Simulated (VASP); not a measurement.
Set up this calculation in VASP 6.6.1, as the native input.

* Task: single point
* Functional: PBE
* Potentials or basis: VASP PAW PBE potentials, release 64 (Cd_sv_GW, Sb_d_GW, O)
* Cutoff: 600 eV
* k mesh: 6 × 6 × 6
* Occupations: gaussian, width 0.1 eV
* Spin: no spin polarisation
* Dipole correction: no
* Further INCAR settings: ALGO = Normal; EDIFF = 1e-06; NBANDS = 39

The structure of CdSb2O2 lies in POSCAR:

```
CdSb2O2
1.0
    2.8147302219      1.6250852489      7.6542646166
   -2.8147302219      1.6250852489      7.6542646166
    0.0000000000     -3.2501705051      7.6542646150
Cd Sb O
1 2 2
Direct
    0.0000000000      0.0000000000      0.0000000000
    0.3492712558      0.3492712558      0.3492712558
    0.6507287442      0.6507287442      0.6507287442
    0.4296433093      0.4296433093      0.4296433093
    0.5703566907      0.5703566907      0.5703566907
```

The cell was built from a structure type or drawn by symmetry, and may not be a known phase.

One way to write it, as run:

INCAR

```
  PREC = Accurate
  ENCUT = 600
  EDIFF = 1E-6
  ISMEAR = 0
  SIGMA = 0.1
  LREAL = False
  LASPH = True
  NELM = 120
  ALGO = Normal
  ISIF = 2
  LWAVE = False
  LCHARG = False
  GGA = PE
  NBANDS = 39
  GGA_COMPAT = False
```

KPOINTS

```
regular mesh
0
Gamma
  6 6 6
```

Potentials or basis: VASP PAW PBE potentials, release 64 (Cd_sv_GW, Sb_d_GW, O).

Command:

```sh
$ cat potpaw_PBE.64/Cd_sv_GW/POTCAR potpaw_PBE.64/Sb_d_GW/POTCAR potpaw_PBE.64/O/POTCAR > POTCAR
$ mpirun -np 1 vasp_std > vasp.out
```

Results of the run:

```yaml
Pressure: 0.0 GPa
Largest_force: 0.130 eV/Å
Band_gap_on_the_k_mesh: zero (bands 31 and 32 overlap by 0.93 eV)
```

Caveat: spin-orbit coupling is left out, which moves the levels of the heavy elements.

Wall time 13 min on 1 thread of Intel(R) Xeon(R) 6975P-C (Granite Rapids), on a shared host, peak memory 0.96 GiB.
